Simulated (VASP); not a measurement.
Wanted: the native input for a VASP 6.6.1 run.

- Task: single point
- Functional: PBE
- Potentials or basis: VASP PAW PBE potentials, release 64 (K_sv, Ta_pv, O)
- Cutoff: 520 eV
- k mesh: 4 × 4 × 4
- Occupations: gaussian, width 0.1 eV
- Spin: collinear spin
- Starting moments: [0.0, 1.0, 0.0, 0.0, 0.0] μB
- Dipole correction: no
- Further INCAR settings: ALGO = Normal; EDIFF = 1e-06; NBANDS = 31

The structure of KTaO3 lies in POSCAR:

```
KTaO3
1.0
    3.9883000000      0.0000000000      0.0000000000
    0.0000000000      3.9883000000      0.0000000000
    0.0000000000      0.0000000000      3.9883000000
K Ta O
1 1 3
Direct
    0.5000000000      0.5000000000      0.5000000000
    0.0000000000      0.0000000000      0.0000000000
    0.5000000000      0.0000000000      0.0000000000
    0.0000000000      0.5000000000      0.0000000000
    0.0000000000      0.0000000000      0.5000000000
```

The input as run:

INCAR

```
SYSTEM = KTaO3
ALGO     = Normal         ! electronic algorithm
EDIFF    = 1E-6           ! SCF threshold, eV
ENCUT    = 520            ! plane-wave cutoff, eV
GGA      = PE             ! functional
ISIF     = 2              ! what is computed and relaxed
ISMEAR   = 0              ! smearing method
ISPIN    = 2              ! spin polarisation
LASPH    = .TRUE.         ! aspherical terms in the spheres
LCHARG   = .TRUE.         ! write CHGCAR
LELF     = .TRUE.         ! ELF
LMAXMIX  = 4              ! l up to which the mixer works
LORBIT   = 11             ! projections on sites
LREAL    = .FALSE.        ! projectors in reciprocal space
LVHAR    = .TRUE.       
LWAVE    = .FALSE.        ! write WAVECAR
MAGMOM   = 0 1 0 0 0      ! initial moments
NBANDS   = 31             ! bands
NELM     = 150            ! most SCF steps
PREC     = Accurate       ! precision mode
SIGMA    = 0.1            ! smearing width, eV
```

KPOINTS

```
k-points
0
G
  4 4 4
  0 0 0
```

Potentials or basis: VASP PAW PBE potentials, release 64 (K_sv, Ta_pv, O).

Launch:

```bash
$ cat potpaw_PBE.64/K_sv/POTCAR potpaw_PBE.64/Ta_pv/POTCAR potpaw_PBE.64/O/POTCAR > POTCAR
$ mpirun -np 1 vasp_std > vasp.out
```

Results of the run:

* Pressure: 6.1 GPa
* Band gap on the k mesh: 2.16 eV (least direct gap 2.78 eV)
* Net moment: 0.00 μB per cell
* Valence electrons inside the program's atomic spheres: K 7.62; Ta 8.76; O 5.09

Caveat: the cell stands under pressure; spin-orbit coupling is left out, which moves the levels of the heavy elements.

Run time: 19 s on 1 thread of Intel(R) Xeon(R) 6975P-C (Granite Rapids), with other jobs on the host, peak memory 0.2 GiB.
